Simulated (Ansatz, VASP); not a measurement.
# Zr in VASP and in Ansatz

```
CELL_PARAMETERS angstrom
-1.68517 1.68517 1.95682
1.68517 -1.68517 1.95682
1.68517 1.68517 -1.95682
ATOMIC_POSITIONS crystal
Zr 0.00000 0.00000 0.00000
```

Alike in both runs: task single point; functional PBE; k mesh 20 × 20 × 20; occupations gaussian, width 0.15 eV; no spin polarisation.

|  | VASP | Ansatz |
| --- | --- | --- |
| version | VASP 6.6.1 | Ansatz 0.2.0 |
| potentials or method | VASP PAW PBE potentials, release 64 (Zr_sv), cutoff 500 eV | scalar-relativistic, plane waves, PAW |
| valence electrons in the cell | 12 | 12 |

|  | VASP | Ansatz | Ansatz less VASP |
| --- | --- | --- | --- |
| gap on the k mesh at the Fermi level (eV) | none | none | - |
| pressure (GPa) | 3.2 | 3.1 | -0.06 |
| traceless stress, the component that is largest in VASP (GPa) | 0.69 | 0.67 | -0.017 |

A gap of «none» marks a metal or a gap that the smearing closes.
